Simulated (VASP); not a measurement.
A run of VASP 6.6.1 is set up as follows.

Contents of POSCAR:

```
InAs
1.0
    0.0000000000      3.0180000000      3.0180000000
    3.0180000000      0.0000000000      3.0180000000
    3.0180000000      3.0180000000      0.0000000000
In As
1 1
Direct
    0.0000000000      0.0000000000      0.0000000000
    0.7500000000      0.7500000000      0.7500000000
```

File INCAR.step1:

```
SYSTEM = InAs
PREC = Accurate ; ENCUT = 520
EDIFF = 1E-5 ; ISMEAR = -1
SIGMA = 0.05 ; LREAL = .False.
LASPH = .True. ; NELM = 100
ALGO = Normal ; ISIF = 2
LWAVE = .True. ; NBANDS = 16
GGA = PE
```

INCAR.step2

```
SYSTEM = InAs
PREC = Accurate ; ENCUT = 520
EDIFF = 1E-6 ; ISMEAR = -1
SIGMA = 0.05 ; LREAL = .False.
LASPH = .True. ; NELM = 100
ALGO = Normal ; ISIF = 2
LWAVE = .False. ; LCHARG = .True.
GGA = PE ; LHFCALC = .True.
AEXX = 0.4 ; HFSCREEN = 0.2
PRECFOCK = Normal ; LELF = .True.
LVHAR = .True. ; NBANDS = 16
ISTART = 1
```

KPOINTS

```
Automatic mesh
0
Gamma
  4 4 4
  0 0 0
```

Potentials or basis: VASP PAW PBE potentials, release 64 (In_d, As).

Launch:

```console
$ cat potpaw_PBE.64/In_d/POTCAR potpaw_PBE.64/As/POTCAR > POTCAR
$ cp INCAR.step1 INCAR
$ mpirun -np 1 vasp_std > vasp.out
$ cp INCAR.step2 INCAR
$ mpirun -np 1 vasp_std > vasp.out
```

(1) Predict the pressure.

(2) Estimate the band gap on the k mesh.

Answers

(1) 0.9 GPa.

(2) 1.18 eV, direct.

Caveat: the k points lie up to 0.45 Å⁻¹ apart; the PAW data sets were made with another functional, which shifts forces and pressure a little; spin-orbit coupling is left out, which moves the levels of the heavy elements.
